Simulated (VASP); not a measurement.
Pt, 1 atom in the cell. It takes space group P6/mmm (No. 191, hexagonal). Conventional cell: a = 2.647 Å, b = 2.647 Å, c = 2.637 Å, α = 90.00°, β = 90.00°, γ = 120.00°. Within 3.5 Å of Pt (site symmetry 6/mmm) lie 8 Pt at 2.64 to 2.65 Å. 

```yaml
Program: VASP 6.6.1
Task: single point
Functional: PBEsol
Potentials_or_basis: VASP PAW PBE potentials, release 64 (Pt)
Cutoff: 520 eV
k_mesh: 16 × 16 × 15
Occupations: fermi-dirac, width 0.1 eV
Spin: no spin polarisation
Dipole_correction: no
Further_INCAR_settings: ALGO = Normal; EDIFF = 1e-07; NBANDS = 11
```

Potentials or basis: VASP PAW PBE potentials, release 64 (Pt).

The run is started by

```bash
$ cat potpaw_PBE.64/Pt/POTCAR > POTCAR
$ mpirun -np 1 vasp_std > vasp.out
```

Hardware: 1 thread of Intel Xeon 6975P-C, with other jobs on the host.

Estimate the wall time of this run.

It took 45 s on 1 thread of Intel Xeon 6975P-C, with other jobs on the host, peak memory 0.16 GiB. Counts: scf iterations 12, k points 240.
